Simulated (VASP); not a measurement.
# W (P4/nmm) in VASP: a series of runs, part 2 of 2

VASP 6.6.1.

## (3) Single point, PBEsol (mode 6 (197.5 1/cm) frozen in, largest displacement +0.150 Å)

The input, INCAR:

```
  PREC = Accurate
  ENCUT = 520
  EDIFF = 1E-6
  ISMEAR = 0
  SIGMA = 0.15
  LREAL = False
  LASPH = True
  NELM = 60
  ALGO = Fast
  ISIF = 2
  LWAVE = False
  LCHARG = True
  GGA = PS
  LELF = True
  LVHAR = True
  NBANDS = 21
```

The input, KPOINTS:

```
regular mesh
0
Gamma
  16 16 12
```

The input, POSCAR:

```
W
1.0
    0.0000000000     -2.0300000000     -2.0300000000
    0.0000000000      2.0300000000     -2.0300000000
    4.0600000000      0.0000000000      0.0000000000
W
2
Direct
    0.5000000000      0.5000000000      0.5369458128
    0.0000000000      0.0000000000     -0.0369458128
```

Potentials or basis: VASP PAW PBE potentials, release 64 (W_sv).

On the command line:

```
> cat potpaw_PBE.64/W_sv/POTCAR > POTCAR
> mpirun -np 1 vasp_std > vasp.out
```

OUTCAR:

```text
PREC = Accurate
   ENCUT = 520
   EDIFF = 1E-6
   ISMEAR = 0
   LREAL = False
   LASPH = True
   NELM = 60
   ISIF = 2
   GGA = PS

 ion  position               nearest neighbor table
   1  0.500  0.500  0.537-   2 2.67   2 2.67   2 2.67   2 2.67   2 3.09   2 3.09   2 3.09   2 3.09

   2  0.000  0.000  0.963-   1 2.67   1 2.67   1 2.67   1 2.67   1 3.09   1 3.09   1 3.09   1 3.09

  LATTYP: Found a simple tetragonal cell.
 ALAT       =     2.8708535316
 C/A-ratio  =     1.4142135624

  Lattice vectors:

 A1 = (   0.0000000000,  -2.0300000000,  -2.0300000000)
 A2 = (   0.0000000000,   2.0300000000,  -2.0300000000)
 A3 = (   4.0600000000,   0.0000000000,   0.0000000000)

Analysis of symmetry for initial positions (statically):
=====================================================================
 Subroutine PRICEL returns:
 Original cell was already a primitive cell.

 Routine SETGRP: Setting up the symmetry group for a
 simple tetragonal supercell.

 Subroutine GETGRP returns: Found 16 space group operations
 (whereof  8 operations were pure point group operations)
 out of a pool of 16 trial point group operations.

The static configuration has the point symmetry C_4v.
 The point group associated with its full space group is D_4h.

Analysis of symmetry for dynamics (positions and initial velocities):
=====================================================================
 Subroutine PRICEL returns:
 Original cell was already a primitive cell.

 Routine SETGRP: Setting up the symmetry group for a
 simple tetragonal supercell.

 Subroutine GETGRP returns: Found 16 space group operations
 (whereof  8 operations were pure point group operations)
 out of a pool of 16 trial point group operations.

The dynamic configuration has the point symmetry C_4v.
 The point group associated with its full space group is D_4h.

 Subroutine INISYM returns: Found 16 space group operations
 (whereof  8 operations are pure point group operations),
 and found     1 'primitive' translations

----------------------------------------------------------------------------------------

                                     Primitive cell

  volume of cell :      33.4617

  direct lattice vectors                    reciprocal lattice vectors
     0.000000000 -2.030000000 -2.030000000     0.000000000 -0.246305419 -0.246305419
     0.000000000  2.030000000 -2.030000000     0.000000000  0.246305419 -0.246305419
     4.060000000  0.000000000  0.000000000     0.246305419  0.000000000  0.000000000

  length of vectors
     2.870853532  2.870853532  4.060000000     0.348328464  0.348328464  0.246305419

  position of ions in fractional coordinates (direct lattice)
     0.500000000  0.500000000  0.536945813
     0.000000000  0.000000000  0.963054187

  ion indices of the primitive-cell ions
   primitive index   ion index
                 1           1
                 2           2

----------------------------------------------------------------------------------------

 KPOINTS: regular mesh

Automatic generation of k-mesh.
 Grid dimensions read from file:
 generate k-points for:   16   16   12

 Generating k-lattice:

  Cartesian coordinates                     Fractional coordinates (reciprocal lattice)
     0.000000000 -0.015394089 -0.015394089     0.062500000  0.000000000  0.000000000
     0.000000000  0.015394089 -0.015394089     0.000000000  0.062500000  0.000000000
     0.020525452  0.000000000  0.000000000     0.000000000  0.000000000  0.083333333

  Length of vectors
     0.021770529  0.021770529  0.020525452

  Shift w.r.t. Gamma in fractional coordinates (k-lattice)
     0.000000000  0.000000000  0.000000000

 Subroutine IBZKPT returns following result:
 ===========================================

 Found    315 irreducible k-points:

 Following reciprocal coordinates:
            Coordinates               Weight
  0.000000  0.000000  0.000000      1.000000
  0.062500  0.000000  0.000000      4.000000
  0.125000  0.000000  0.000000      4.000000
  0.187500  0.000000  0.000000      4.000000
  0.250000  0.000000  0.000000      4.000000
  0.312500  0.000000  0.000000      4.000000
[... 16 lines left out ...]
  0.437500  0.125000  0.000000      8.000000
  0.500000  0.125000  0.000000      4.000000
 [... further k-points ...]
   k-points           NKPTS =    315   k-points in BZ     NKDIM =    315   number of bands    NBANDS=     21
   number of dos      NEDOS =    301   number of ions     NIONS =      2
   total plane-waves  NPLWV =  17280
   dimension x,y,z NGX =    24 NGY =   24 NGZ =   30
   dimension x,y,z NGXF=    48 NGYF=   48 NGZF=   60
   ions per type =               2
   NGX,Y,Z   is equivalent  to a cutoff of  13.90, 13.90, 12.28 a.u.
   NGXF,Y,Z  is equivalent  to a cutoff of  27.80, 27.80, 24.57 a.u.
 SYSTEM =  unknown system
   PREC   = accura    normal or accurate (medium, high low for compatibility)
   ISTART =      0    job   : 0-new  1-cont  2-samecut
   ICHARG =      2    charge: 1-file 2-atom 10-const
   ISPIN  =      1    spin polarized calculation?
   LNONCOLLINEAR =      F non collinear calculations
   LSORBIT =      F    spin-orbit coupling
   LASPH  =      T    aspherical Exc in radial PAW
   ENCUT  =  520.0 eV  38.22 Ry    6.18 a.u.   5.34  5.34  7.55*2*pi/ulx,y,z
   NELM   =     60;   NELMIN=  2; NELMDL= -5     # of ELM steps
   EDIFF  = 0.1E-05   stopping-criterion for ELM
   LREAL  =      F    real-space projection
   EDIFFG = 0.1E-04   stopping-criterion for IOM
   NSW    =      0    number of steps for IOM
   IBRION =     -1    ionic relax: 0-MD 1-quasi-New 2-CG
   NFREE  =      0    steps in history (QN), initial steepest desc. (CG)
   ISIF   =      2    stress and relaxation
   ISYM   =      2    0-nonsym 1-usesym 2-fastsym
   POTIM  = 0.5000    time-step for ionic-motion
   TEBEG  =    0.0;   TEEND  =   0.0 temperature during run
   PSTRESS=    0.0 pullay stress
   NELECT =      28.0000    total number of electrons
   NUPDOWN=      -1.0000    fix difference up-down
   EMIN   =  10.00;   EMAX   =-10.00  energy-range for DOS
   EFERMI =   0.00;   METHOD = LEGACY
   ISMEAR =     0;   SIGMA  =   0.15  broadening in eV -4-tet -1-fermi 0-gaus
   EFERMI_NEDOS =   21; number of points for ismear=-14 and -15
   IALGO  =     68    algorithm
   IMIX   =      4    mixing-type and parameters
     AMIX     =   0.40;   BMIX     =  1.00
     AMIX_MAG =   1.60;   BMIX_MAG =  1.00
  volume/ion in A,a.u.               =      16.73       112.91
  Fermi-wavevector in a.u.,A,eV,Ry     =   1.542688  2.915258 32.380324  2.379887
  Thomas-Fermi vector in A             =   2.648457
   LORBIT       =      0    0 simple, 1 ext, 2 COOP (PROOUT), +10 PAW based schemes
   GGA     = PS    functional components
   LHFCALC =     F    Hartree Fock is set to
   AEXX    =    0.0000 exact exchange contribution
   IVDW    =     0    specifies the selected vdW correction
   LEPSILON=     F    determine dielectric tensor
   LRPA    =     F    only Hartree local field effects (RPA)
 non-spin polarized calculation
 RMM-DIIS sequential band-by-band and
 Gauss-broadening in eV      SIGMA  =   0.15
  energy-cutoff  :      520.00
  volume of cell :       33.46
 maximum number of plane-waves:       928
 NGX is ok and might be reduce to    24
   NGX = 11   NGY = 11   NGZ = 15

 number of electron      27.9999997 magnetization

 Free energy of the ion-electron system (eV)
  ---------------------------------------------------
  ext. energy  EPLUGINS =         0.00000000
  ---------------------------------------------------
  free energy    TOTEN  =       -26.08685737 eV

  energy without entropy =      -26.06406987  energy(sigma->0) =      -26.07546362

 E-fermi :  10.1050     XC(G=0): -13.3985

 val. band max:       10.1042767064   @ k =   0.4375   0.0625   0.4167
 cond. band min:      10.1080581808   @ k =   0.3125   0.1875   0.0000
 fundamental gap:      0.0037814744
 Fermi energy:        10.1049643061

 k-point     1 :       0.0000    0.0000    0.0000
  band No.  band energies     occupation
      1     -63.5764      2.00000
      2     -63.3861      2.00000
      3     -28.2829      2.00000
      4     -27.7006      2.00000
      5     -27.7006      2.00000
      6     -27.2017      2.00000
[... 13 lines left out ...]
     20      15.5194      0.00000
     21      21.7588      0.00000
[... 529 lines left out ...]
 k-point    24 :       0.5000    0.1250    0.0000
  band No.  band energies     occupation
      1     -63.4434      2.00000
      2     -63.4434      2.00000
      3     -28.2169      2.00000
      4     -28.2169      2.00000
      5     -27.5540      2.00000
      6     -27.5540      2.00000
[... 13 lines left out ...]
     20      16.4529      0.00000
     21      21.3798      0.00000

 [... further k-points ...]
[... 5 lines left out ...]
  --------------------------------------------------------------------------------------
  -------------------------------------------------------------------------------------
  Total       -3.7667021      1.2432722      1.2432722      0.0000000      0.0000000      0.0000000
  in kB     -180.3531593     59.5290173     59.5290173      0.0000000      0.0000000      0.0000000
  external PRESSURE =     -20.4317083 kB  Pullay stress =       0.0000000 kB

 VOLUME and BASIS-vectors are now :
 -----------------------------------------------------------------------------
  energy-cutoff  :      520.00
  volume of cell :       33.46
      direct lattice vectors                 reciprocal lattice vectors
     0.000000000 -2.030000000 -2.030000000     0.000000000 -0.246305419 -0.246305419
     0.000000000  2.030000000 -2.030000000     0.000000000  0.246305419 -0.246305419
     4.060000000  0.000000000  0.000000000     0.246305419  0.000000000  0.000000000

 POSITION                                       TOTAL-FORCE (eV/Angst)
 -----------------------------------------------------------------------------------
      2.18000      0.00000     -2.03000        -2.785438      0.000000      0.000000
      3.91000      0.00000      0.00000         2.785438     -0.000000     -0.000000
 -----------------------------------------------------------------------------------
    total drift:                                0.000000     -0.000000      0.000000

  FREE ENERGIE OF THE ION-ELECTRON SYSTEM (eV)
  ---------------------------------------------------
  free  energy   TOTEN  =       -26.0868573697 eV

  energy  without entropy=      -26.0640698737  energy(sigma->0) =      -26.07546362
```

OSZICAR:

```text
N       E                     dE             d eps       ncg     rms          rms(c)
DAV:   1     0.272024942148E+03    0.27202E+03   -0.15773E+04 13254   0.153E+03
DAV:   2    -0.182411197722E+02   -0.29027E+03   -0.28264E+03 14253   0.459E+02
DAV:   3    -0.273327903197E+02   -0.90917E+01   -0.88825E+01 15392   0.799E+01
DAV:   4    -0.274302332982E+02   -0.97443E-01   -0.97166E-01 14080   0.861E+00
DAV:   5    -0.274311988143E+02   -0.96552E-03   -0.96550E-03 15106   0.908E-01    0.284E+01
RMM:   6    -0.263547127775E+02    0.10765E+01   -0.12974E+00 13864   0.848E+00    0.117E+01
RMM:   7    -0.260924542049E+02    0.26226E+00   -0.98892E-01 14633   0.709E+00    0.102E+00
RMM:   8    -0.260869408290E+02    0.55134E-02   -0.43347E-02 16520   0.167E+00    0.378E-01
RMM:   9    -0.260867570281E+02    0.18380E-03   -0.92297E-03 16683   0.797E-01    0.883E-02
RMM:  10    -0.260868382217E+02   -0.81194E-04   -0.11855E-03 17627   0.316E-01    0.338E-02
RMM:  11    -0.260868550987E+02   -0.16877E-04   -0.26583E-04 17148   0.143E-01    0.859E-03
RMM:  12    -0.260868575774E+02   -0.24787E-05   -0.33849E-05 16640   0.471E-02    0.368E-03
RMM:  13    -0.260868573697E+02    0.20768E-06   -0.92625E-06 13640   0.246E-02
   1 F= -.26086857E+02 E0= -.26075464E+02  d E =-.227875E-01
```

stdout:

```text
POSCAR found type information on POSCAR W
 POSCAR found :  1 types and       2 ions
 scaLAPACK will be used
 -----------------------------------------------------------------------------
|                                                                             |
|                                                                             |
|     You enforced a specific xc type in the INCAR file but a different       |
|     I HOPE YOU KNOW WHAT YOU ARE DOING!                                     |
|                                                                             |
 -----------------------------------------------------------------------------

 LDA part: xc-table for (Slater+PW92), standard interpolation
 POSCAR, INCAR and KPOINTS ok, starting setup
 FFT: planning ... GRIDC
 FFT: planning ... GRID_SOFT
 FFT: planning ... GRID
 WAVECAR not read
 entering main loop
WARNING in EDDRMM: call to ZHEGV failed, returncode =   6  3     19
WARNING in EDDRMM: call to ZHEGV failed, returncode =   6  3     19
```

Run time: 3.9 min. Hardware: 1 thread of Intel Xeon Platinum 8375C at 2.90GHz (Ice Lake), shared host; peak memory 0.28 GiB.

What came out:

| Quantity | Value |
| --- | --- |
| Free energy | -26.0869 eV |
| Pressure | -2.0 GPa |
| Largest force | 2.785 eV/Å |
| Band gap on the k mesh | zero (band 14 reaches 13.10 eV, above the bottom of band 15 at 9.55 eV) |

Forces in eV/Å, atoms in the order of the input:
```
W   -2.785  0.000  0.000
W    2.785  0.000  0.000
```

Caveat: the cell differs from its parent crystal (mode 6 (197.5 1/cm) frozen in, largest displacement +0.150 Å); the PAW data sets were made with another functional, which shifts forces and pressure a little; spin-orbit coupling is left out, which moves the levels of the heavy elements.

## (4) Single point, PBEsol (mode 6 (197.5 1/cm) frozen in, largest displacement -0.100 Å)

The input, INCAR:

```
SYSTEM = W
PREC = Accurate
ENCUT = 520
EDIFF = 1E-6
ISMEAR = 0
SIGMA = 0.15
LREAL = .FALSE.
LASPH = .TRUE.
NELM = 100
ALGO = Fast
ISIF = 2
LWAVE = .FALSE.
LCHARG = .FALSE.
GGA = PS
NBANDS = 21
```

The input, KPOINTS:

```
Automatic mesh
0
G
  16 16 12
  0 0 0
```

The input, POSCAR:

```
W
1.0
    0.0000000000     -2.0300000000     -2.0300000000
    0.0000000000      2.0300000000     -2.0300000000
    4.0600000000      0.0000000000      0.0000000000
W
2
Direct
    0.5000000000      0.5000000000      0.4753694581
    0.0000000000      0.0000000000      0.0246305419
```

On the command line:

```
> cat potpaw_PBE.64/W_sv/POTCAR > POTCAR
> mpirun -np 1 vasp_std > vasp.out
```

It took 4.5 min on 1 thread of Intel Xeon Platinum 8375C at 2.90GHz (Ice Lake), shared host; peak memory 0.28 GiB.

It converged, with:

```
Free energy            : -26.3343 eV
Pressure               : -7.5 GPa
Largest force          : 2.186 eV/Å
Band gap on the k mesh : zero (band 14 reaches 13.05 eV, above the bottom of band 15 at 9.58 eV)
```

Forces on the atoms (eV/Å):
```
W    2.186  0.000  0.000
W   -2.186  0.000  0.000
```

Stress tensor (GPa, compression positive):
```
-17.22   0.00   0.00
  0.00  -2.62   0.00
  0.00   0.00  -2.62
```

Levels at points of the mesh, in eV from the Fermi level:
```csv
k point,band 11,band 12,band 13,band 14,band 15,band 16,band 17,band 18
"(0.00, 0.00, 0.00)",-4.63,-0.62,-0.62,-0.51,1.67,2.25,3.96,4.92
"(0.50, 0.00, 0.00)",-2.57,-2.57,-1.25,-1.25,0.30,0.30,2.65,2.65
"(0.50, 0.50, 0.00)",-4.43,-4.43,2.93,2.93,4.75,4.75,5.27,5.27
"(0.00, 0.00, 0.50)",-3.67,-2.18,-1.28,0.92,0.92,1.18,2.05,2.05
"(0.50, 0.00, 0.50)",-0.97,-0.97,-0.77,-0.77,0.55,0.55,4.72,4.72
"(0.50, 0.50, 0.50)",-2.49,-2.49,-1.54,-1.54,1.34,1.34,5.55,5.55
```

Caveat: the cell differs from its parent crystal (mode 6 (197.5 1/cm) frozen in, largest displacement -0.100 Å); the PAW data sets were made with another functional, which shifts forces and pressure a little; spin-orbit coupling is left out, which moves the levels of the heavy elements.
